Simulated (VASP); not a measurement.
# KF (R-3m) in VASP: a series of runs

Runs on KF. Level: PBEsol. Tasks: relaxation of the atoms.

Program: VASP 6.6.1. These are calculated values, not measurements. Logs are shortened: lines on timing, memory, paths and dates and some standing lists are left out, and cuts for length are marked.

## (1) The cell of the first run

The structure is trigonal, space group R-3m (No. 166). Conventional cell: a = 3.763 Å, b = 3.763 Å, c = 9.148 Å, α = 90.00°, β = 90.00°, γ = 120.00°. Within 3.5 Å of K (site symmetry -3m) lie 6 F at 2.65 Å. Within 3.5 Å of F (site symmetry -3m) lie 6 K at 2.65 Å.

## (2) Relaxation of the atoms, PBEsol (equal xy, yz and zx engineering shears of -0.5 %)

INCAR

```
PREC = Accurate
ENCUT = 520
EDIFF = 1E-6
ISMEAR = 0
SIGMA = 0.01
LREAL = False
LASPH = True
NELM = 100
ALGO = Normal
ISIF = 2
LWAVE = False
LCHARG = False
GGA = PS
IBRION = 2
NSW = 50
EDIFFG = -0.002
```

KPOINTS

```
regular mesh
0
Gamma
  8 8 8
```

POSCAR

```
KF
1.0
   -0.0132709311      2.6475507580      2.6475507580
    2.6475507580     -0.0132709311      2.6475507580
    2.6475507580      2.6475507580     -0.0132709311
K F
1 1
Direct
    0.0000000000      0.0000000000      0.0000000000
    0.5000000000      0.5000000000      0.5000000000
```

Potentials or basis: VASP PAW PBE potentials, release 64 (K_sv, F).

The run is started by

```console
$ cat potpaw_PBE.64/K_sv/POTCAR potpaw_PBE.64/F/POTCAR > POTCAR
$ mpirun -np 1 vasp_std > vasp.out
```

OUTCAR:

```text
PREC = Accurate
   ENCUT = 520
   EDIFF = 1E-6
   ISMEAR = 0
   LREAL = False
   LASPH = True
   NELM = 100
   ISIF = 2
   GGA = PS
   IBRION = 2
   NSW = 50
   EDIFFG = -0.002

 ion  position               nearest neighbor table
   1  0.000  0.000  0.000-   2 2.65   2 2.65   2 2.65   2 2.65   2 2.65   2 2.65
   2  0.500  0.500  0.500-   1 2.65   1 2.65   1 2.65   1 2.65   1 2.65   1 2.65

  LATTYP: Found a trigonal (rhomboedric) cell.
 ALAT       =     3.7442257077
 COS(alpha) =     0.4949812504

  Lattice vectors:

 A1 = (  -0.0132709311,   2.6475507580,   2.6475507580)
 A2 = (   2.6475507580,  -0.0132709311,   2.6475507580)
 A3 = (   2.6475507580,   2.6475507580,  -0.0132709311)

Analysis of symmetry for initial positions (statically):
=====================================================================
 Subroutine PRICEL returns:
 Original cell was already a primitive cell.

 Routine SETGRP: Setting up the symmetry group for a
 trigonal (rhombohedral) supercell.

 Subroutine GETGRP returns: Found 12 space group operations
 (whereof 12 operations were pure point group operations)
 out of a pool of 12 trial point group operations.

The static configuration has the point symmetry D_3d.

Analysis of symmetry for dynamics (positions and initial velocities):
=====================================================================
 Subroutine PRICEL returns:
 Original cell was already a primitive cell.

 Routine SETGRP: Setting up the symmetry group for a
 trigonal (rhombohedral) supercell.

 Subroutine GETGRP returns: Found 12 space group operations
 (whereof 12 operations were pure point group operations)
 out of a pool of 12 trial point group operations.

The dynamic configuration has the point symmetry D_3d.

 Subroutine INISYM returns: Found 12 space group operations
 (whereof 12 operations are pure point group operations),
 and found     1 'primitive' translations

----------------------------------------------------------------------------------------

                                     Primitive cell

  volume of cell :      37.3952

  direct lattice vectors                    reciprocal lattice vectors
    -0.013270931  2.647550758  2.647550758    -0.187439737  0.188384018  0.188384018
     2.647550758 -0.013270931  2.647550758     0.188384018 -0.187439737  0.188384018
     2.647550758  2.647550758 -0.013270931     0.188384018  0.188384018 -0.187439737

  length of vectors
     3.744225708  3.744225708  3.744225708     0.325746422  0.325746422  0.325746422

  position of ions in fractional coordinates (direct lattice)
     0.000000000  0.000000000  0.000000000
     0.500000000  0.500000000  0.500000000

  ion indices of the primitive-cell ions
   primitive index   ion index
                 1           1
                 2           2

----------------------------------------------------------------------------------------

 KPOINTS: regular mesh

Automatic generation of k-mesh.
 Grid dimensions read from file:
 generate k-points for:    8    8    8

 Generating k-lattice:

  Cartesian coordinates                     Fractional coordinates (reciprocal lattice)
    -0.023429967  0.023548002  0.023548002     0.125000000  0.000000000  0.000000000
     0.023548002 -0.023429967  0.023548002     0.000000000  0.125000000  0.000000000
     0.023548002  0.023548002 -0.023429967     0.000000000  0.000000000  0.125000000

  Length of vectors
     0.040718303  0.040718303  0.040718303

  Shift w.r.t. Gamma in fractional coordinates (k-lattice)
     0.000000000  0.000000000  0.000000000

 Subroutine IBZKPT returns following result:
 ===========================================

 Found     65 irreducible k-points:

 Following reciprocal coordinates:
            Coordinates               Weight
  0.000000  0.000000  0.000000      1.000000
  0.125000  0.000000  0.000000      6.000000
  0.250000  0.000000  0.000000      6.000000
  0.375000 -0.000000 -0.000000      6.000000
  0.500000  0.000000  0.000000      3.000000
  0.125000  0.125000  0.000000      6.000000
[... 16 lines left out ...]
  0.250000  0.125000  0.125000      6.000000
  0.375000  0.125000  0.125000      6.000000
 [... further k-points ...]
   k-points           NKPTS =     65   k-points in BZ     NKDIM =     65   number of bands    NBANDS=     12
   number of dos      NEDOS =    301   number of ions     NIONS =      2
   total plane-waves  NPLWV =  21952
   dimension x,y,z NGX =    28 NGY =   28 NGZ =   28
   dimension x,y,z NGXF=    56 NGYF=   56 NGZF=   56
   ions per type =               1   1
   NGX,Y,Z   is equivalent  to a cutoff of  12.43, 12.43, 12.43 a.u.
   NGXF,Y,Z  is equivalent  to a cutoff of  24.86, 24.86, 24.86 a.u.
 SYSTEM =  unknown system
   PREC   = accura    normal or accurate (medium, high low for compatibility)
   ISTART =      0    job   : 0-new  1-cont  2-samecut
   ICHARG =      2    charge: 1-file 2-atom 10-const
   ISPIN  =      1    spin polarized calculation?
   LNONCOLLINEAR =      F non collinear calculations
   LSORBIT =      F    spin-orbit coupling
   LASPH  =      T    aspherical Exc in radial PAW
   ENCUT  =  520.0 eV  38.22 Ry    6.18 a.u.   6.96  6.96  6.96*2*pi/ulx,y,z
   NELM   =    100;   NELMIN=  2; NELMDL= -5     # of ELM steps
   EDIFF  = 0.1E-05   stopping-criterion for ELM
   LREAL  =      F    real-space projection
   EDIFFG = -.2E-02   stopping-criterion for IOM
   NSW    =     50    number of steps for IOM
   IBRION =      2    ionic relax: 0-MD 1-quasi-New 2-CG
   NFREE  =      1    steps in history (QN), initial steepest desc. (CG)
   ISIF   =      2    stress and relaxation
   ISYM   =      2    0-nonsym 1-usesym 2-fastsym
   POTIM  = 0.5000    time-step for ionic-motion
   TEBEG  =    0.0;   TEEND  =   0.0 temperature during run
   PSTRESS=    0.0 pullay stress
   NELECT =      16.0000    total number of electrons
   NUPDOWN=      -1.0000    fix difference up-down
   EMIN   =  10.00;   EMAX   =-10.00  energy-range for DOS
   EFERMI =   0.00;   METHOD = LEGACY
   ISMEAR =     0;   SIGMA  =   0.01  broadening in eV -4-tet -1-fermi 0-gaus
   EFERMI_NEDOS =   21; number of points for ismear=-14 and -15
   IALGO  =     38    algorithm
   IMIX   =      4    mixing-type and parameters
     AMIX     =   0.40;   BMIX     =  1.00
     AMIX_MAG =   1.60;   BMIX_MAG =  1.00
  volume/ion in A,a.u.               =      18.70       126.18
  Fermi-wavevector in a.u.,A,eV,Ry     =   1.233605  2.331176 20.705095  1.521782
  Thomas-Fermi vector in A             =   2.368329
   LORBIT       =      0    0 simple, 1 ext, 2 COOP (PROOUT), +10 PAW based schemes
   GGA     = PS    functional components
   LHFCALC =     F    Hartree Fock is set to
   AEXX    =    0.0000 exact exchange contribution
   IVDW    =     0    specifies the selected vdW correction
   LEPSILON=     F    determine dielectric tensor
   LRPA    =     F    only Hartree local field effects (RPA)
 conjugate gradient relaxation of ions
 non-spin polarized calculation
 Gauss-broadening in eV      SIGMA  =   0.01
  energy-cutoff  :      520.00
  volume of cell :       37.40
 maximum number of plane-waves:      1022
   NGX = 13   NGY = 13   NGZ = 13

 number of electron      16.0000012 magnetization

 Free energy of the ion-electron system (eV)
  ---------------------------------------------------
  ext. energy  EPLUGINS =         0.00000000
  ---------------------------------------------------
  free energy    TOTEN  =        -8.51995375 eV

  energy without entropy =       -8.51995375  energy(sigma->0) =       -8.51995375

 E-fermi :  -2.6871     XC(G=0):  -8.7056

 val. band max:       -2.8506582661   @ k =   0.0000   0.0000   0.0000
 cond. band min:       3.2737020777   @ k =   0.0000   0.0000   0.0000
 fundamental gap:      6.1243603438
 Fermi energy:        -2.6871264691

 k-point     1 :       0.0000    0.0000    0.0000
  band No.  band energies     occupation
      1     -28.7658      2.00000
      2     -21.3943      2.00000
      3     -12.0632      2.00000
      4     -12.0632      2.00000
      5     -12.0593      2.00000
      6      -2.8579      2.00000
      7      -2.8579      2.00000
      8      -2.8507      2.00000
      9       3.2737      0.00000
     10       7.8049      0.00000
     11       7.8049      0.00000
     12       7.8842      0.00000

 k-point     2 :       0.1250    0.0000    0.0000
  band No.  band energies     occupation
      1     -28.7503      2.00000
      2     -21.4095      2.00000
      3     -12.1058      2.00000
      4     -12.0684      2.00000
      5     -12.0657      2.00000
      6      -3.0056      2.00000
      7      -2.9147      2.00000
      8      -2.9073      2.00000
      9       3.7165      0.00000
     10       7.5551      0.00000
     11       8.0190      0.00000
     12       8.0925      0.00000

 k-point     3 :       0.2500    0.0000    0.0000
  band No.  band energies     occupation
      1     -28.7126      2.00000
      2     -21.4457      2.00000
      3     -12.2089      2.00000
      4     -12.0809      2.00000
      5     -12.0800      2.00000
      6      -3.3189      2.00000
      7      -3.0485      2.00000
      8      -3.0391      2.00000
      9       4.8125      0.00000
     10       7.2068      0.00000
     11       8.5513      0.00000
     12       8.6283      0.00000
[... 286 lines left out ...]
 k-point    23 :       0.2500    0.1250    0.1250
  band No.  band energies     occupation
      1     -28.7271      2.00000
      2     -21.4286      2.00000
      3     -12.1461      2.00000
      4     -12.1327      2.00000
      5     -12.0585      2.00000
      6      -3.2169      2.00000
      7      -3.0342      2.00000
      8      -2.8961      2.00000
      9       4.3604      0.00000
     10       7.2119      0.00000
     11       8.2662      0.00000
     12       8.5647      0.00000

 k-point    24 :       0.3750    0.1250    0.1250
  band No.  band energies     occupation
      1     -28.6897      2.00000
      2     -21.4592      2.00000
      3     -12.2558      2.00000
      4     -12.1713      2.00000
      5     -12.0714      2.00000
      6      -3.4529      2.00000
      7      -3.1595      2.00000
      8      -2.9843      2.00000
      9       5.4488      0.00000
     10       6.9917      0.00000
     11       8.8329      0.00000
     12       8.9886      0.00000

 [... further k-points ...]

------------------------ aborting loop because EDIFF is reached ----------------------------------------

  FORCE on cell =-STRESS in cart. coord.  units (eV):
  Direction    XX          YY          ZZ          XY          YZ          ZX
  --------------------------------------------------------------------------------------
  -------------------------------------------------------------------------------------
  Total        0.0073647      0.0073647      0.0073647      0.0155577      0.0155577      0.0155577
  in kB        0.3155374      0.3155374      0.3155374      0.6665611      0.6665611      0.6665611
  external PRESSURE =       0.3155374 kB  Pullay stress =       0.0000000 kB

 VOLUME and BASIS-vectors are now :
 -----------------------------------------------------------------------------
  energy-cutoff  :      520.00
  volume of cell :       37.40
      direct lattice vectors                 reciprocal lattice vectors
    -0.013270931  2.647550758  2.647550758    -0.187439737  0.188384018  0.188384018
     2.647550758 -0.013270931  2.647550758     0.188384018 -0.187439737  0.188384018
     2.647550758  2.647550758 -0.013270931     0.188384018  0.188384018 -0.187439737

 POSITION                                       TOTAL-FORCE (eV/Angst)
 -----------------------------------------------------------------------------------
      0.00000      0.00000      0.00000         0.000000     -0.000000      0.000000
      2.64092      2.64092      2.64092        -0.000000      0.000000     -0.000000
 -----------------------------------------------------------------------------------
    total drift:                                0.000000      0.000000      0.000000

  FREE ENERGIE OF THE ION-ELECTRON SYSTEM (eV)
  ---------------------------------------------------
  free  energy   TOTEN  =        -8.5199537486 eV

  energy  without entropy=       -8.5199537486  energy(sigma->0) =       -8.51995375

 reached required accuracy - stopping structural energy minimisation
```

Wall time 20 s (1 thread of Intel Xeon Platinum 8488C (Sapphire Rapids), shared host); peak memory 0.17 GiB.

What came out:

```
Free energy             : -8.5200 eV
Pressure after relaxing : 0.0 GPa
Band gap on the k mesh  : 6.12 eV
```

Final structure:
```
CELL_PARAMETERS angstrom
-0.01327 2.64755 2.64755
2.64755 -0.01327 2.64755
2.64755 2.64755 -0.01327
ATOMIC_POSITIONS crystal
K 0.00000 0.00000 0.00000
F 0.50000 0.50000 0.50000
```

Levels at points of the mesh, in eV from the valence-band top:
```csv
k point,band 6,band 7,band 8,band 9,band 10,band 11
"(0.00, 0.00, 0.00)",-0.01,-0.01,0.00,6.12,10.66,10.66
"(0.50, 0.00, 0.00)",-0.84,-0.38,-0.37,9.04,10.59,12.10
"(0.50, 0.50, 0.00)",-0.21,-0.06,-0.05,8.10,10.34,11.81
"(0.50, 0.50, 0.50)",-0.84,-0.39,-0.39,9.07,10.62,12.15
```

Caveat: the cell differs from its parent crystal (equal xy, yz and zx engineering shears of -0.5 %); the relaxation stopped at its first step, so nothing moved; the PAW data sets were made with another functional, which shifts forces and pressure a little. A k mesh can miss the band edges.

(Part 1 of 2 ends here.)
